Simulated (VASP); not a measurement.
Mg2NCl:

```
CELL_PARAMETERS angstrom
1.66067 0.95879 6.00298
-1.66067 0.95879 6.00298
0.00000 -1.91757 6.00298
ATOMIC_POSITIONS crystal
Mg 0.22282 0.22282 0.22282
Mg 0.77719 0.77719 0.77719
N 0.50000 0.50000 0.50000
Cl 0.00000 0.00000 0.00000
```

- Program: VASP 6.6.1
- Task: relaxation of cell and atoms
- Functional: PBEsol
- Potentials or basis: VASP PAW PBE potentials, release 64 (Mg, N, Cl)
- Cutoff: 600 eV
- k mesh: 12 × 12 × 12
- Occupations: gaussian, width 0.02 eV
- Spin: no spin polarisation

At the start: pressure -2.9 GPa; volume 14.34 Å³/atom.

Problem. How do energy, volume and symmetry change on relaxing?

Solution. Over 7 steps the energy falls by 4.6 meV/atom and the volume is 13.84 Å³/atom (-3.4 %); space group R-3m (No. 166, to 0.1 Å) before and after.

The path:
```csv
step,energy change (eV),largest force (eV/Å),pressure (GPa),volume (Å³)
1,0.0000,0.0668,-2.94,57.35
2,-0.0165,0.1526,0.57,55.19
3,-0.0172,0.1140,-0.06,55.55
4,-0.0181,0.0317,-0.02,55.44
5,-0.0182,0.0100,0.00,55.38
6,-0.0182,0.0077,0.00,55.38
7,-0.0182,0.0020,-0.01,55.38
```

Final structure:
```
Mg N Cl
1.0
     1.64235    0.94821    5.92672
    -1.64235    0.94821    5.92672
     0.00000   -1.89643    5.92672
Mg N Cl
2 1 1
Direct
  0.22310 0.22310 0.22310
  0.77690 0.77690 0.77690
  0.50000 0.50000 0.50000
  0.00000 0.00000 0.00000
```

Caveat: the PAW data sets were made with another functional, which shifts forces and pressure a little.
